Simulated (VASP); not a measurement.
# MgF2 (P4_2/mnm) in VASP: further runs, part 2 of 2

VASP 6.6.1. The steps go on from the part before.

## 4. Single point, PBE (12.51 Å³/atom)

This run uses another cell than the first one, of 12.51 Å³/atom.

Contents of INCAR:

```
PREC = Accurate ; ENCUT = 600
EDIFF = 1E-6 ; ISMEAR = 0
SIGMA = 0.02 ; LREAL = F
LASPH = T ; NELM = 120
ALGO = Normal ; ISIF = 2
LWAVE = F ; LCHARG = F
GGA = PE ; NBANDS = 25
GGA_COMPAT = F
```

Contents of KPOINTS:

```
Automatic mesh
0
Gamma
  6 6 8
```

Contents of POSCAR:

```
MgF2
1.0
    4.8743551470      0.0000000000      0.0000000000
    0.0000000000      4.8743551470      0.0000000000
    0.0000000000      0.0000000000      3.1600911230
Mg F
2 4
Direct
    0.0000000000      0.0000000000      0.0000000000
    0.5000000000      0.5000000000      0.5000000000
    0.3067270459      0.3067270459      0.0000000000
    0.1932729541      0.8067270459      0.5000000000
    0.6932729541      0.6932729541      0.0000000000
    0.8067270459      0.1932729541      0.5000000000
```

Potentials or basis: VASP PAW PBE potentials, release 64 (Mg, F).

Run with:

```bash
cat potpaw_PBE.64/Mg/POTCAR potpaw_PBE.64/F/POTCAR > POTCAR
mpirun -np 1 vasp_std > vasp.out
```

OUTCAR:

```text
PREC = Accurate
   ENCUT = 600
   EDIFF = 1E-6
   ISMEAR = 0
   LREAL = F
   LASPH = T
   NELM = 120
   ISIF = 2
   GGA = PE

 ion  position               nearest neighbor table
   1  0.000  0.000  0.000-   4 2.07   6 2.07   4 2.07   6 2.07   5 2.11   3 2.11
   2  0.500  0.500  0.500-   3 2.07   5 2.07   3 2.07   5 2.07   4 2.11   6 2.11
   3  0.307  0.307  0.000-   2 2.07   2 2.07   1 2.11
   4  0.193  0.807  0.500-   1 2.07   1 2.07   2 2.11
   5  0.693  0.693  0.000-   2 2.07   2 2.07   1 2.11
   6  0.807  0.193  0.500-   1 2.07   1 2.07   2 2.11

  LATTYP: Found a simple tetragonal cell.
 ALAT       =     4.8743551470
 C/A-ratio  =     0.6483095769

  Lattice vectors:

 A1 = (   4.8743551470,   0.0000000000,   0.0000000000)
 A2 = (   0.0000000000,   4.8743551470,   0.0000000000)
 A3 = (   0.0000000000,   0.0000000000,   3.1600911230)

Analysis of symmetry for initial positions (statically):
=====================================================================
 Subroutine PRICEL returns:
 Original cell was already a primitive cell.

 Routine SETGRP: Setting up the symmetry group for a
 simple tetragonal supercell.

 Subroutine GETGRP returns: Found 16 space group operations
 (whereof  8 operations were pure point group operations)
 out of a pool of 16 trial point group operations.

The static configuration has the point symmetry D_2h.
 The point group associated with its full space group is D_4h.

Analysis of symmetry for dynamics (positions and initial velocities):
=====================================================================
 Subroutine PRICEL returns:
 Original cell was already a primitive cell.

 Routine SETGRP: Setting up the symmetry group for a
 simple tetragonal supercell.

 Subroutine GETGRP returns: Found 16 space group operations
 (whereof  8 operations were pure point group operations)
 out of a pool of 16 trial point group operations.
[... 131 lines left out ...]
  volume/ion in A,a.u.               =      12.51        84.45
  Fermi-wavevector in a.u.,A,eV,Ry     =   1.232008  2.328157 20.651516  1.517844
  Thomas-Fermi vector in A             =   2.366795
   LORBIT       =      0    0 simple, 1 ext, 2 COOP (PROOUT), +10 PAW based schemes
   GGA     = PE    functional components
   LHFCALC =     F    Hartree Fock is set to
   AEXX    =    0.0000 exact exchange contribution
   IVDW    =     0    specifies the selected vdW correction
   LEPSILON=     F    determine dielectric tensor
   LRPA    =     F    only Hartree local field effects (RPA)
 non-spin polarized calculation
 Gauss-broadening in eV      SIGMA  =   0.02
  energy-cutoff  :      600.00
  volume of cell :       75.08
 maximum number of plane-waves:      2529
 NGX is ok and might be reduce to    40
   NGX = 19   NGY = 19   NGZ = 13

 number of electron      32.0000006 magnetization

 Free energy of the ion-electron system (eV)
  ---------------------------------------------------
  ext. energy  EPLUGINS =         0.00000000
  ---------------------------------------------------
  free energy    TOTEN  =       -31.37510526 eV

  energy without entropy =      -31.37510526  energy(sigma->0) =      -31.37510526

 E-fermi :  -1.9069     XC(G=0):  -9.0666

 val. band max:       -2.0159682579   @ k =   0.0000   0.0000   0.0000
 cond. band min:       4.2093182431   @ k =   0.0000   0.0000   0.0000
 fundamental gap:      6.2252865009
 Fermi energy:        -1.9069347120

 k-point     1 :       0.0000    0.0000    0.0000
  band No.  band energies     occupation
      1     -22.2972      2.00000
      2     -21.7169      2.00000
      3     -21.7169      2.00000
      4     -21.6768      2.00000
      5      -5.5841      2.00000
      6      -3.9753      2.00000
[... 661 lines left out ...]
     24      12.9104      0.00000
     25      14.6654      0.00000

 [... further k-points ...]

------------------------ aborting loop because EDIFF is reached ----------------------------------------

  FORCE on cell =-STRESS in cart. coord.  units (eV):
  Direction    XX          YY          ZZ          XY          YZ          ZX
  --------------------------------------------------------------------------------------
  -------------------------------------------------------------------------------------
  Total       -3.5942117     -3.5942117     -3.6591084     -0.0000000      0.0000000      0.0000000
  in kB      -76.6973374    -76.6973374    -78.0821765     -0.0000000      0.0000000      0.0000000
  external PRESSURE =     -77.1589504 kB  Pullay stress =       0.0000000 kB

 VOLUME and BASIS-vectors are now :
 -----------------------------------------------------------------------------
  energy-cutoff  :      600.00
  volume of cell :       75.08
      direct lattice vectors                 reciprocal lattice vectors
     4.874355147  0.000000000  0.000000000     0.205155343  0.000000000  0.000000000
     0.000000000  4.874355147  0.000000000     0.000000000  0.205155343  0.000000000
     0.000000000  0.000000000  3.160091123     0.000000000  0.000000000  0.316446571

 POSITION                                       TOTAL-FORCE (eV/Angst)
 -----------------------------------------------------------------------------------
      0.00000      0.00000      0.00000         0.000000      0.000000     -0.000000
      2.43718      2.43718      1.58005         0.000000      0.000000     -0.000000
      1.49510      1.49510      0.00000         0.003439      0.003439     -0.000000
      0.94208      3.93227      1.58005        -0.003439      0.003439     -0.000000
      3.37926      3.37926      0.00000        -0.003439     -0.003439      0.000000
      3.93227      0.94208      1.58005         0.003439     -0.003439      0.000000
 -----------------------------------------------------------------------------------
    total drift:                                0.000000     -0.000000     -0.000000

  FREE ENERGIE OF THE ION-ELECTRON SYSTEM (eV)
  ---------------------------------------------------
  free  energy   TOTEN  =       -31.3751052617 eV

  energy  without entropy=      -31.3751052617  energy(sigma->0) =      -31.37510526
```

stdout:

```text
POSCAR found type information on POSCAR MgF
 POSCAR found :  2 types and       6 ions
 scaLAPACK will be used
 LDA part: xc-table for (Slater+PW92), standard interpolation
 POSCAR, INCAR and KPOINTS ok, starting setup
 FFT: planning ... GRIDC
 FFT: planning ... GRID_SOFT
 FFT: planning ... GRID
 WAVECAR not read
 entering main loop
```

Wall time 2.4 min (1 thread of Intel Xeon 8259CL, shared host); peak memory 0.25 GiB.

Results:

```yaml
Free_energy: -31.3751 eV
Pressure: -7.7 GPa
Largest_force: 0.005 eV/Å
Band_gap_on_the_k_mesh: 6.23 eV
```

Forces on the atoms (eV/Å):
```
Mg   0.000  0.000  0.000
Mg   0.000  0.000  0.000
F    0.003  0.003  0.000
F   -0.003  0.003  0.000
F   -0.003 -0.003  0.000
F    0.003 -0.003  0.000
```

Caveat: the cell stands under tension.

## 5. Relaxation of shape and atoms at fixed volume, PBE (11.72 Å³/atom)

Contents of INCAR:

```
SYSTEM = MgF2
ALGO = Normal ; EDIFF = 1E-7
EDIFFG = -0.01 ; ENCUT = 600
GGA = PE ; GGA_COMPAT = .FALSE.
IBRION = 2 ; ISIF = 4
ISMEAR = 0 ; LASPH = .TRUE.
LCHARG = .FALSE. ; LREAL = .FALSE.
LWAVE = .FALSE. ; NELM = 120
NELMIN = 4 ; NSW = 50
PREC = Accurate ; SIGMA = 0.02
```

Contents of KPOINTS:

```
k-points
0
G
  6 6 8
  0 0 0
```

Contents of POSCAR:

```
MgF2
1.0
    4.7441138695      0.0000000000      0.0000000000
    0.0000000000      4.7441138695      0.0000000000
    0.0000000000      0.0000000000      3.1236924897
Mg F
2 4
Direct
    0.0000000000      0.0000000000      0.0000000000
    0.5000000000      0.5000000000      0.5000000000
    0.3035644550      0.3035644550      0.0000000000
    0.1964355450      0.8035644550      0.5000000000
    0.6964355450      0.6964355450      0.0000000000
    0.8035644550      0.1964355450      0.5000000000
```

Run with:

```bash
cat potpaw_PBE.64/Mg/POTCAR potpaw_PBE.64/F/POTCAR > POTCAR
mpirun -np 1 vasp_std > vasp.out
```

Wall time 60 s (1 thread of Intel Xeon 6975P-C (Granite Rapids), shared host); peak memory 0.25 GiB.

It converged, with:

```yaml
Free_energy: -31.5311 eV
Energy_gained_by_relaxing: 0.1 meV/atom
Ionic_steps: 3
Pressure_after_relaxing: -3.4 GPa
Band_gap_on_the_k_mesh: 6.61 eV
```

Step by step:
| step | energy change (eV) | largest force (eV/Å) | pressure (GPa) | volume (Å³) |
| --- | --- | --- | --- | --- |
| 1 | 0.0000 | 0.0468 | -3.55 | 70.30 |
| 2 | -0.0006 | 0.0266 | -3.50 | 70.30 |
| 3 | -0.0009 | 0.0009 | -3.43 | 70.30 |

Final structure:
```cif
data_structure
_symmetry_space_group_name_H-M 'P 1'
_symmetry_Int_Tables_number 1
_cell_length_a 4.7513
_cell_length_b 4.7513
_cell_length_c 3.1143
_cell_angle_alpha 90.000
_cell_angle_beta 90.000
_cell_angle_gamma 90.000
_cell_volume 70.30
loop_
_atom_site_label
_atom_site_type_symbol
_atom_site_fract_x
_atom_site_fract_y
_atom_site_fract_z
_atom_site_occupancy
Mg1 Mg 0.00000 0.00000 0.00000 1
Mg2 Mg 0.50000 0.50000 0.50000 1
F1 F 0.30437 0.30437 0.00000 1
F2 F 0.19563 0.80437 0.50000 1
F3 F 0.69563 0.69563 0.00000 1
F4 F 0.80437 0.19563 0.50000 1
```

Levels at points of the mesh, in eV from the valence-band top:
```csv
k point,band 13,band 14,band 15,band 16,band 17,band 18,band 19,band 20
"(0.00, 0.00, 0.00)",-0.72,-0.31,-0.31,0.00,6.61,11.78,11.78,13.21
"(0.50, 0.00, 0.00)",-0.92,-0.92,-0.35,-0.35,8.93,8.93,12.98,12.98
"(0.50, 0.50, 0.00)",-0.87,-0.87,-0.69,-0.69,10.45,10.45,10.80,10.80
"(0.00, 0.00, 0.50)",-1.00,-1.00,-0.77,-0.77,11.25,11.25,14.48,14.48
"(0.50, 0.00, 0.50)",-0.68,-0.68,-0.60,-0.60,12.20,12.20,12.72,12.72
"(0.50, 0.50, 0.50)",-0.54,-0.54,-0.46,-0.46,12.51,12.51,12.91,12.91
```

## 6. Relaxation of shape and atoms at fixed volume, PBE (12.06 Å³/atom)

This run uses another cell than the first one, of 12.06 Å³/atom.

Contents of INCAR:

```
SYSTEM = MgF2
  ALGO = Normal
  EDIFF = 1E-7
  EDIFFG = -0.01
  ENCUT = 600
  GGA = PE
  GGA_COMPAT = .FALSE.
  IBRION = 2
  ISIF = 4
  ISMEAR = 0
  LASPH = .TRUE.
  LCHARG = .FALSE.
  LREAL = .FALSE.
  LWAVE = .FALSE.
  NELM = 120
  NELMIN = 4
  NSW = 50
  PREC = Accurate
  SIGMA = 0.02
```

KPOINTS is that of step 5.

Contents of POSCAR:

```
MgF2
1.0
    4.7952160167      0.0000000000      0.0000000000
    0.0000000000      4.7952160167      0.0000000000
    0.0000000000      0.0000000000      3.1465219856
Mg F
2 4
Direct
    0.0000000000      0.0000000000      0.0000000000
    0.5000000000      0.5000000000      0.5000000000
    0.3042908402      0.3042908402      0.0000000000
    0.1957091598      0.8042908402      0.5000000000
    0.6957091598      0.6957091598      0.0000000000
    0.8042908402      0.1957091598      0.5000000000
```

Potentials or basis: VASP PAW PBE potentials, release 64 (Mg, F).

Run with:

```bash
cat potpaw_PBE.64/Mg/POTCAR potpaw_PBE.64/F/POTCAR > POTCAR
mpirun -np 1 vasp_std > vasp.out
```

It took 59 s on 1 thread of Intel Xeon 6975P-C (Granite Rapids), shared host; peak memory 0.24 GiB.

The run converged. Its results:

| Quantity | Value |
| --- | --- |
| Free energy | -31.4801 eV |
| Energy gained by relaxing | 0.2 meV/atom |
| Ionic steps | 3 |
| Pressure after relaxing | -5.5 GPa |
| Band gap on the k mesh | 6.44 eV |

The path:
| step | energy change (eV) | largest force (eV/Å) | pressure (GPa) | volume (Å³) |
| --- | --- | --- | --- | --- |
| 1 | 0.0000 | 0.0492 | -5.64 | 72.35 |
| 2 | -0.0007 | 0.0315 | -5.60 | 72.35 |
| 3 | -0.0011 | 0.0005 | -5.49 | 72.35 |

Final structure:
```xyz
6
Lattice="4.8045 0.0000 0.0000 0.0000 4.8045 0.0000 0.0000 0.0000 3.1344" Properties=species:S:1:pos:R:3 pbc="T T T"
Mg    0.0000    0.0000    0.0000
Mg    2.4022    2.4022    1.5672
F     1.4667    1.4667    0.0000
F     0.9356    3.8689    1.5672
F     3.3378    3.3378    0.0000
F     3.8689    0.9356    1.5672
```

Levels at points of the mesh, in eV from the valence-band top:
```
           k point  band 13  band 14  band 15  band 16  band 17  band 18  band 19  band 20
(0.00, 0.00, 0.00)    -0.71    -0.30    -0.30     0.00     6.44    11.60    11.60    12.98
(0.50, 0.00, 0.00)    -0.90    -0.90    -0.34    -0.34     8.72     8.72    12.79    12.79
(0.50, 0.50, 0.00)    -0.83    -0.83    -0.66    -0.66    10.16    10.16    10.61    10.61
(0.00, 0.00, 0.50)    -0.94    -0.94    -0.74    -0.74    11.04    11.04    14.30    14.30
(0.50, 0.00, 0.50)    -0.66    -0.66    -0.57    -0.57    12.00    12.00    12.45    12.45
(0.50, 0.50, 0.50)    -0.52    -0.52    -0.46    -0.46    12.22    12.22    12.74    12.74
```

## 7. Summary

```tsv
task	cell	gap on the mesh (eV)	pressure (GPa)
single point	a = 4.750, b = 4.750, c = 3.117 Å, 6 atoms, atomic positions A	6.61	-3.4
single point	a = 4.802, b = 4.802, c = 3.137 Å, 6 atoms, atomic positions A	6.44	-5.5
single point	a = 4.874, b = 4.874, c = 3.160 Å, 6 atoms, atomic positions B	6.23	-7.7
relaxation of shape and atoms at fixed volume	relaxed from a = 4.744, b = 4.744, c = 3.124 Å, 6 atoms, atomic positions A	6.61	-3.4
relaxation of shape and atoms at fixed volume	relaxed from a = 4.795, b = 4.795, c = 3.147 Å, 6 atoms, atomic positions A	6.44	-5.5
```

Alike in all rows: level PBE; potentials or basis VASP PAW PBE potentials, release 64 (Mg, F); no spin polarisation; k mesh 6 × 6 × 8; cutoff (eV) 600; smearing gaussian 0.02 eV.

Caveats: the cell stands under tension (at least some runs).

Absolute energies hang on the potentials; compare differences alone.
